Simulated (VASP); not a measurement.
# Rb (I4/mmm) in VASP: further runs

Rb is run at these levels: b88 exchange, pbe correlation, PBE+D3(BJ), r2SCAN0+D3(BJ), PBE; tasks: single point.

Everything below comes from runs of VASP 6.6.1. Logs are shortened: lines on timing, memory, paths and dates and some standing lists are left out, and cuts for length are marked.

### 1 The cell of the first run

Symmetry: I4/mmm, No. 139, tetragonal system. The conventional cell has a = 6.365 Å, b = 6.365 Å, c = 5.883 Å, α = 90.00°, β = 90.00°, γ = 90.00°.

### 2 Single point, b88 exchange, pbe correlation, collinear spin

INCAR

```
ALGO = Normal ; EDIFF = 1E-6
ENCUT = 500 ; GGA = LIBXC
GGA_COMPAT = F ; ISIF = 2
ISMEAR = -4 ; ISPIN = 2
LASPH = T ; LCHARG = T
LELF = T ; LIBXC1 = GGA_X_B88
LIBXC2 = GGA_C_PBE ; LORBIT = 11
LREAL = F ; LVHAR = T
LWAVE = F ; MAGMOM = 0.5
NBANDS = 14 ; NELM = 200
PREC = Accurate ; SIGMA = 0.05
```

KPOINTS

```
k-points
0
Gamma
  7 7 7
```

POSCAR

```
Rb
1.0
   -3.1826514233      3.1826514233      2.9417138111
    3.1826514233     -3.1826514233      2.9417138111
    3.1826514233      3.1826514233     -2.9417138111
Rb
1
Direct
    0.0000000000      0.0000000000      0.0000000000
```

Potentials or basis: VASP PAW PBE potentials, release 64 (Rb_sv).

On the command line:

```sh
cat potpaw_PBE.64/Rb_sv/POTCAR > POTCAR
mpirun -np 1 vasp_std > vasp.out
```

OUTCAR:

```text
EDIFF = 1E-6
   ENCUT = 500
   GGA = LIBXC
   ISIF = 2
   ISMEAR = -4
   ISPIN = 2
   LASPH = T
   LORBIT = 11
   LREAL = F
   NELM = 200
   PREC = Accurate

 ion  position               nearest neighbor table
   1  0.000  0.000  0.000-

  LATTYP: Found a body centered tetragonal cell.
 ALAT       =     6.3653028466
 C/A-ratio  =     0.9242965754

  Lattice vectors:

 A1 = (  -3.1826514233,   3.1826514233,   2.9417138111)
 A2 = (   3.1826514233,  -3.1826514233,   2.9417138111)
 A3 = (   3.1826514233,   3.1826514233,  -2.9417138111)

Analysis of symmetry for initial positions (statically):
=====================================================================
 Subroutine PRICEL returns:
 Original cell was already a primitive cell.

 Routine SETGRP: Setting up the symmetry group for a
 body centered tetragonal supercell.

 Subroutine GETGRP returns: Found 16 space group operations
 (whereof 16 operations were pure point group operations)
 out of a pool of 16 trial point group operations.

The static configuration has the point symmetry D_4h.

Analysis of symmetry for dynamics (positions and initial velocities):
=====================================================================
 Subroutine PRICEL returns:
 Original cell was already a primitive cell.

 Routine SETGRP: Setting up the symmetry group for a
 body centered tetragonal supercell.

 Subroutine GETGRP returns: Found 16 space group operations
 (whereof 16 operations were pure point group operations)
 out of a pool of 16 trial point group operations.

The dynamic configuration has the point symmetry D_4h.

Analysis of structural, dynamic, and magnetic symmetry:
=====================================================================
 Subroutine PRICEL returns:
 Original cell was already a primitive cell.

 Routine SETGRP: Setting up the symmetry group for a
 body centered tetragonal supercell.

 Subroutine GETGRP returns: Found 16 space group operations
 (whereof 16 operations were pure point group operations)
 out of a pool of 16 trial point group operations.

The overall configuration has the point symmetry D_4h.

 Subroutine INISYM returns: Found 16 space group operations
 (whereof 16 operations are pure point group operations),
 and found     1 'primitive' translations

----------------------------------------------------------------------------------------

                                     Primitive cell

  volume of cell :     119.1897

  direct lattice vectors                    reciprocal lattice vectors
    -3.182651423  3.182651423  2.941713811     0.000000000  0.157101716  0.169968947
     3.182651423 -3.182651423  2.941713811     0.157101716  0.000000000  0.169968947
     3.182651423  3.182651423 -2.941713811     0.157101716  0.157101716  0.000000000

  length of vectors
     5.377008491  5.377008491  5.377008491     0.231452786  0.231452786  0.222175377

  position of ions in fractional coordinates (direct lattice)
     0.000000000  0.000000000  0.000000000

  ion indices of the primitive-cell ions
   primitive index   ion index
                 1           1

----------------------------------------------------------------------------------------

 KPOINTS: k-points

Automatic generation of k-mesh.
 Grid dimensions read from file:
 generate k-points for:    7    7    7

 Generating k-lattice:

  Cartesian coordinates                     Fractional coordinates (reciprocal lattice)
     0.000000000  0.022443102  0.024281278     0.142857143  0.000000000  0.000000000
     0.022443102  0.000000000  0.024281278     0.000000000  0.142857143  0.000000000
     0.022443102  0.022443102  0.000000000     0.000000000  0.000000000  0.142857143

  Length of vectors
     0.033064684  0.033064684  0.031739340

  Shift w.r.t. Gamma in fractional coordinates (k-lattice)
     0.000000000  0.000000000  0.000000000

 TETIRR: Found    771 inequivalent tetrahedra from     2058

 Subroutine IBZKPT returns following result:
 ===========================================

 Found     40 irreducible k-points:

 Following reciprocal coordinates:
            Coordinates               Weight
  0.000000  0.000000  0.000000      1.000000
  0.142857  0.000000 -0.000000      8.000000
  0.285714  0.000000 -0.000000      8.000000
  0.428571  0.000000 -0.000000      8.000000
  0.142857  0.142857 -0.000000      8.000000
  0.285714  0.142857 -0.000000     16.000000
[... 16 lines left out ...]
 -0.142857  0.285714  0.142857      8.000000
 -0.428571  0.428571  0.142857      8.000000
 [... further k-points ...]
   k-points           NKPTS =     40   k-points in BZ     NKDIM =     40   number of bands    NBANDS=     14
   number of dos      NEDOS =    301   number of ions     NIONS =      1
   total plane-waves  NPLWV =  64000
   dimension x,y,z NGX =    40 NGY =   40 NGZ =   40
   dimension x,y,z NGXF=    80 NGYF=   80 NGZF=   80
   ions per type =               1
   NGX,Y,Z   is equivalent  to a cutoff of  12.37, 12.37, 12.37 a.u.
   NGXF,Y,Z  is equivalent  to a cutoff of  24.73, 24.73, 24.73 a.u.
 SYSTEM =  unknown system
   PREC   = accura    normal or accurate (medium, high low for compatibility)
   ISTART =      0    job   : 0-new  1-cont  2-samecut
   ICHARG =      2    charge: 1-file 2-atom 10-const
   ISPIN  =      2    spin polarized calculation?
   LNONCOLLINEAR =      F non collinear calculations
   LSORBIT =      F    spin-orbit coupling
   LASPH  =      T    aspherical Exc in radial PAW
   ENCUT  =  500.0 eV  36.75 Ry    6.06 a.u.   9.80  9.80  9.80*2*pi/ulx,y,z
   NELM   =    200;   NELMIN=  2; NELMDL= -5     # of ELM steps
   EDIFF  = 0.1E-05   stopping-criterion for ELM
   LREAL  =      F    real-space projection
   EDIFFG = 0.1E-04   stopping-criterion for IOM
   NSW    =      0    number of steps for IOM
   IBRION =     -1    ionic relax: 0-MD 1-quasi-New 2-CG
   NFREE  =      0    steps in history (QN), initial steepest desc. (CG)
   ISIF   =      2    stress and relaxation
   ISYM   =      2    0-nonsym 1-usesym 2-fastsym
   POTIM  = 0.5000    time-step for ionic-motion
   TEBEG  =    0.0;   TEEND  =   0.0 temperature during run
   PSTRESS=    0.0 pullay stress
   NELECT =       9.0000    total number of electrons
   NUPDOWN=      -1.0000    fix difference up-down
   EMIN   =  10.00;   EMAX   =-10.00  energy-range for DOS
   EFERMI =   0.00;   METHOD = LEGACY
   ISMEAR =    -4;   SIGMA  =   0.05  broadening in eV -4-tet -1-fermi 0-gaus
   EFERMI_NEDOS =   21; number of points for ismear=-14 and -15
   IALGO  =     38    algorithm
   IMIX   =      4    mixing-type and parameters
     AMIX     =   0.40;   BMIX     =  1.00
     AMIX_MAG =   1.60;   BMIX_MAG =  1.00
  volume/ion in A,a.u.               =     119.19       804.33
  Fermi-wavevector in a.u.,A,eV,Ry     =   0.691952  1.307600  6.514442  0.478798
  Thomas-Fermi vector in A             =   1.773748
   LORBIT       =     11    0 simple, 1 ext, 2 COOP (PROOUT), +10 PAW based schemes
   GGA     = LIBXC    functional components
   LHFCALC =     F    Hartree Fock is set to
   AEXX    =    0.0000 exact exchange contribution
   IVDW    =     0    specifies the selected vdW correction
   LEPSILON=     F    determine dielectric tensor
   LRPA    =     F    only Hartree local field effects (RPA)
 spin polarized calculation
 Fermi weights with tetrahedron method witout Bloechl corrections
  energy-cutoff  :      500.00
  volume of cell :      119.19
 maximum number of plane-waves:      3060
   NGX = 19   NGY = 19   NGZ = 19

 number of electron       9.0000000 magnetization       0.0003772

 number of electron       9.0000000 magnetization      -0.0000013

 Free energy of the ion-electron system (eV)
  ---------------------------------------------------
  ext. energy  EPLUGINS =         0.00000000
  ---------------------------------------------------
  free energy    TOTEN  =        -0.77895805 eV

  energy without entropy =       -0.77895805  energy(sigma->0) =       -0.77895805

 E-fermi :  -0.4212     XC(G=0):  -4.7996

 val. band max:       -0.4441859183   @ k =  -0.4286   0.4286   0.1429
 cond. band min:      -0.3830563961   @ k =  -0.1429   0.4286   0.1429
 fundamental gap:      0.0611295222
 Fermi energy:        -0.4211872169

 spin component 1

 k-point     1 :       0.0000    0.0000    0.0000
  band No.  band energies     occupation
      1     -29.6259      1.00000
      2     -13.6716      1.00000
      3     -13.6716      1.00000
      4     -13.6693      1.00000
      5      -2.0837      1.00000
      6       2.7565      0.00000
      7       3.1043      0.00000
      8       3.1043      0.00000
      9       3.4994      0.00000
     10       3.9728      0.00000
     11       5.2796      0.00000
     12       5.2796      0.00000
     13       5.7250      0.00000
     14       6.8712      0.00000
[... 375 lines left out ...]
 k-point    24 :      -0.4286    0.4286    0.1429
  band No.  band energies     occupation
      1     -29.6248      1.00000
      2     -13.7030      1.00000
      3     -13.6814      1.00000
      4     -13.6757      1.00000
      5      -0.4443      0.55554
      6       0.5497      0.00000
      7       2.3956      0.00000
      8       2.5869      0.00000
      9       3.6313      0.00000
     10       4.4309      0.00000
     11       4.6256      0.00000
     12       5.1145      0.00000
     13       5.3645      0.00000
     14       7.0804      0.00000

 [... further k-points ...]

 spin component 2

 k-point     1 :       0.0000    0.0000    0.0000
  band No.  band energies     occupation
      1     -29.6258      1.00000
      2     -13.6716      1.00000
      3     -13.6716      1.00000
      4     -13.6693      1.00000
      5      -2.0836      1.00000
      6       2.7562      0.00000
      7       3.1041      0.00000
      8       3.1041      0.00000
      9       3.4993      0.00000
     10       3.9728      0.00000
     11       5.2800      0.00000
     12       5.2800      0.00000
     13       5.7255      0.00000
     14       6.8710      0.00000
[... 375 lines left out ...]
 k-point    24 :      -0.4286    0.4286    0.1429
  band No.  band energies     occupation
      1     -29.6247      1.00000
      2     -13.7030      1.00000
      3     -13.6814      1.00000
      4     -13.6757      1.00000
      5      -0.4442      0.55541
      6       0.5499      0.00000
      7       2.3955      0.00000
      8       2.5870      0.00000
      9       3.6312      0.00000
     10       4.4307      0.00000
     11       4.6254      0.00000
     12       5.1147      0.00000
     13       5.3643      0.00000
     14       7.0807      0.00000

 [... further k-points ...]

------------------------ aborting loop because EDIFF is reached ----------------------------------------

  FORCE on cell =-STRESS in cart. coord.  units (eV):
  Direction    XX          YY          ZZ          XY          YZ          ZX
  --------------------------------------------------------------------------------------
  -------------------------------------------------------------------------------------
  Total       -0.2380837     -0.2380837     -0.2594766      0.0000000     -0.0000000      0.0000000
  in kB       -3.2003814     -3.2003814     -3.4879499      0.0000000     -0.0000000      0.0000000
  external PRESSURE =      -3.2962376 kB  Pullay stress =       0.0000000 kB

 VOLUME and BASIS-vectors are now :
 -----------------------------------------------------------------------------
  energy-cutoff  :      500.00
  volume of cell :      119.19
      direct lattice vectors                 reciprocal lattice vectors
    -3.182651423  3.182651423  2.941713811     0.000000000  0.157101716  0.169968947
     3.182651423 -3.182651423  2.941713811     0.157101716  0.000000000  0.169968947
     3.182651423  3.182651423 -2.941713811     0.157101716  0.157101716  0.000000000

 POSITION                                       TOTAL-FORCE (eV/Angst)
 -----------------------------------------------------------------------------------
      0.00000      0.00000      0.00000         0.000000      0.000000      0.000000
 -----------------------------------------------------------------------------------
    total drift:                                0.000000      0.000000     -0.000000

  FREE ENERGIE OF THE ION-ELECTRON SYSTEM (eV)
  ---------------------------------------------------
  free  energy   TOTEN  =        -0.7789580453 eV

  energy  without entropy=       -0.7789580453  energy(sigma->0) =       -0.77895805

 total charge

# of ion       s       p       d       tot
------------------------------------------
    1        1.958   5.337   0.004   7.299

 magnetization (x)

# of ion       s       p       d       tot
------------------------------------------
    1       -0.000   0.000   0.000   0.000
```

Wall time 90 s (1 thread of Intel Xeon Platinum 8259CL at 2.50GHz (Skylake/Cascade Lake), shared host); peak memory 0.33 GiB.

What came out:

| Item | Value |
| --- | --- |
| Free energy | -0.7790 eV |
| Pressure | -0.3 GPa |
| Net moment | 0.00 μB per cell |
| Valence electrons inside the program's atomic spheres | Rb 7.30 |

Caveat: the PAW data sets were made with another functional, which shifts forces and pressure a little.

### 3 Single point, PBE+D3(BJ), non-collinear spin, zero start, spin-orbit coupling

This run uses another cell than the first one, of 101.07 Å³/atom.

INCAR

```
SYSTEM = Rb
ALGO     = Fast           ! electronic algorithm
EDIFF    = 1E-6           ! SCF threshold, eV
ENCUT    = 520            ! plane-wave cutoff, eV
GGA      = PE             ! functional
GGA_COMPAT= .False.      
ISIF     = 2              ! what is computed and relaxed
ISMEAR   = -1             ! smearing method
IVDW     = 12             ! dispersion correction
LASPH    = .True.         ! aspherical terms in the spheres
LCHARG   = .False.        ! write CHGCAR
LORBIT   = 11             ! projections on sites
LORBMOM  = .True.       
LREAL    = .False.        ! projectors in reciprocal space
LSORBIT  = .True.         ! spin-orbit coupling
LWAVE    = .False.        ! write WAVECAR
MAGMOM   = 0 0 0          ! initial moments
NBANDS   = 20             ! bands
NELM     = 150            ! most SCF steps
PREC     = Accurate       ! precision mode
SIGMA    = 0.05           ! smearing width, eV
```

KPOINTS

```
k-points
0
Gamma
  7 7 7
  0 0 0
```

POSCAR

```
Rb
1.0
   -3.0124581780      3.0124581780      2.7844047774
    3.0124581780     -3.0124581780      2.7844047774
    3.0124581780      3.0124581780     -2.7844047774
Rb
1
Direct
    0.0000000000      0.0000000000      0.0000000000
```

Potentials or basis: VASP PAW PBE potentials, release 64 (Rb_sv).

On the command line:

```sh
cat potpaw_PBE.64/Rb_sv/POTCAR > POTCAR
mpirun -np 1 vasp_ncl > vasp.out
```

OUTCAR:

```text
SYSTEM = Rb
   EDIFF = 1E-6
   ENCUT = 520
   GGA = PE
   ISIF = 2
   ISMEAR = -1
   IVDW = 12
   LASPH = .True.
   LORBIT = 11
   LREAL = .False.
   LSORBIT = .True.
   NELM = 150
   PREC = Accurate
 IVDW          = 12

 ion  position               nearest neighbor table
   1  0.000  0.000  0.000-

  LATTYP: Found a body centered tetragonal cell.
 ALAT       =     6.0249163560
 C/A-ratio  =     0.9242965754

  Lattice vectors:

 A1 = (  -3.0124581780,   3.0124581780,   2.7844047774)
 A2 = (   3.0124581780,  -3.0124581780,   2.7844047774)
 A3 = (   3.0124581780,   3.0124581780,  -2.7844047774)

Analysis of symmetry for initial positions (statically):
=====================================================================
 Subroutine PRICEL returns:
 Original cell was already a primitive cell.

 Routine SETGRP: Setting up the symmetry group for a
 body centered tetragonal supercell.

 Subroutine GETGRP returns: Found 16 space group operations
 (whereof 16 operations were pure point group operations)
 out of a pool of 16 trial point group operations.

The static configuration has the point symmetry D_4h.

Analysis of symmetry for dynamics (positions and initial velocities):
=====================================================================
 Subroutine PRICEL returns:
 Original cell was already a primitive cell.

 Routine SETGRP: Setting up the symmetry group for a
[... 764 lines left out ...]
  energy  without entropy=       -1.0454738132  energy(sigma->0) =       -1.04908358

 orbital moment (x)

 # of ion     p       d       tot
 ----------------------------------------
  1        -0.000   0.000  -0.000
 ----------------------------------------
           -0.000   0.000  -0.000

 orbital moment (y)

 # of ion     p       d       tot
 ----------------------------------------
  1         0.000   0.000   0.000
 ----------------------------------------
            0.000   0.000   0.000

 orbital moment (z)

 # of ion     p       d       tot
 ----------------------------------------
  1         0.000   0.000   0.000
 ----------------------------------------
            0.000   0.000   0.000

 Spin-Orbit-Coupling matrix elements

 Ion:    1  E_soc:     -0.0529962
 l=   1
     0.0000000    -0.0088328    -0.0088322
    -0.0088328     0.0000000    -0.0088328
    -0.0088322    -0.0088328     0.0000000
 l=   2
     0.0000000     0.0000000     0.0000000     0.0000000    -0.0000001
     0.0000000     0.0000000    -0.0000001    -0.0000000    -0.0000000
     0.0000000    -0.0000001     0.0000000    -0.0000001     0.0000000
     0.0000000    -0.0000000    -0.0000001     0.0000000    -0.0000000
    -0.0000001    -0.0000000     0.0000000    -0.0000000     0.0000000
 l=   3
     0.0000000     0.0000000     0.0000000     0.0000000     0.0000000     0.0000000     0.0000000
     0.0000000     0.0000000     0.0000000     0.0000000     0.0000000     0.0000000     0.0000000
     0.0000000     0.0000000     0.0000000     0.0000000     0.0000000     0.0000000     0.0000000
     0.0000000     0.0000000     0.0000000     0.0000000     0.0000000     0.0000000     0.0000000
     0.0000000     0.0000000     0.0000000     0.0000000     0.0000000     0.0000000     0.0000000
     0.0000000     0.0000000     0.0000000     0.0000000     0.0000000     0.0000000     0.0000000
     0.0000000     0.0000000     0.0000000     0.0000000     0.0000000     0.0000000     0.0000000

 total charge

# of ion       s       p       d       tot
------------------------------------------
    1        1.962   5.322   0.004   7.288

 magnetization (x)

# of ion       s       p       d       tot
------------------------------------------
    1        0.000   0.000   0.000   0.000

 magnetization (y)

# of ion       s       p       d       tot
------------------------------------------
    1       -0.000   0.000   0.000  -0.000

 magnetization (z)

# of ion       s       p       d       tot
------------------------------------------
    1       -0.000   0.000   0.000  -0.000
```

stdout:

```text
POSCAR found type information on POSCAR Rb
 POSCAR found :  1 types and       1 ions
 scaLAPACK will be used
 LDA part: xc-table for (Slater+PW92), standard interpolation
 POSCAR, INCAR and KPOINTS ok, starting setup
 FFT: planning ... GRIDC
 FFT: planning ... GRID_SOFT
 FFT: planning ... GRID
 WAVECAR not read
 entering main loop
```

Run time: 3.8 min. Hardware: 1 thread of Intel Xeon 8259CL, shared host; peak memory 0.53 GiB.

What came out:

- Free energy: -1.0527 eV
- Pressure: -0.4 GPa
- Net moment: 0.00 μB per cell
- Valence electrons inside the program's atomic spheres: Rb 7.29
- Dispersion energy per atom: -0.092 eV

Moments on the atoms (μB; x, y, z):
```
Rb  0.00 0.00 0.00
```

Caveat: three body term missing.

(Part 1 of 2 ends here.)
